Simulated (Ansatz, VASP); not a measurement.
## One calculation of Ir, two programs

```
Ir
1.0
     2.71486    0.00000    0.00000
    -1.35743    2.35114    0.00000
     0.00000    0.00000    8.86674
Ir
4
Direct
  0.00000 0.00000 0.00000
  0.00000 0.00000 0.50000
  0.33333 0.66667 0.25000
  0.66667 0.33333 0.75000
```

Alike in both runs: task relaxation of cell and atoms; functional LDA; k mesh 13 × 13 × 4; occupations fermi-dirac, width 0.1 eV; no spin polarisation.

|  | VASP | Ansatz |
| --- | --- | --- |
| version | VASP 6.6.1 | Ansatz 0.2.0 |
| potentials or method | VASP PAW LDA potentials, release 64 (Ir), cutoff 500 eV | plane waves (420 eV) with PAW, scalar-relativistic |
| valence electrons in the cell | 36 | 68 |

```tsv
	VASP	Ansatz	Ansatz less VASP
relaxed volume (Å³/atom)	13.96	13.88	-0.088
relaxed cell length with the largest relative difference (Å)	2.703	2.697	-0.0059
```

Ansatz warns that its potentials were made for another functional, while VASP's fit it. LDA's correlation is that of Perdew and Zunger in VASP and of Perdew and Wang (1992) in Ansatz. VASP's potentials hold 36 valence electrons a cell and Ansatz's 68, so a difference there can come from the potentials and not from the codes.

Spin-orbit coupling is off throughout. Noted on VASP's run: too few bands were computed for a metal, which touches its energy and stress.
